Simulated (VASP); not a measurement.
TePb, 2 atoms in the cell. Symmetry: R-3m, No. 166, trigonal system. The conventional cell has a = 4.609 Å, b = 4.609 Å, c = 10.955 Å, α = 90.00°, β = 90.00°, γ = 120.00°. Within 4.2 Å of Te (site symmetry -3m) lie 6 Pb at 3.23 Å. Within 4.2 Å of Pb (site symmetry -3m) lie 6 Te at 3.23 Å.  This cell differs from its parent crystal: equal xy, yz and zx shear strains of -2 %.

```yaml
Program: VASP 6.6.1
Task: electric field gradients
Functional: PBEsol
Potentials_or_basis: VASP PAW PBE potentials, release 64 (Te, Pb_d)
Cutoff: 520 eV
k_mesh: 10 × 10 × 10
Occupations: fermi-dirac, width 0.03 eV
Spin: no spin polarisation
Dipole_correction: no
Further_INCAR_settings: ALGO = Normal; EDIFF = 1e-08; NBANDS = 17
```

Potentials or basis: VASP PAW PBE potentials, release 64 (Te, Pb_d).

Command:

```bash
$ cat potpaw_PBE.64/Te/POTCAR potpaw_PBE.64/Pb_d/POTCAR > POTCAR
$ mpirun -np 1 vasp_std > vasp.out
```

Hardware: 1 thread of Intel Xeon 8259CL, with other jobs on the host.

Task: How long does it take, and how much memory?

Result: Wall time 3.1 min on 1 thread of Intel Xeon 8259CL, on a shared host, peak memory 0.3 GiB. Counts: scf iterations 15, k points 116.
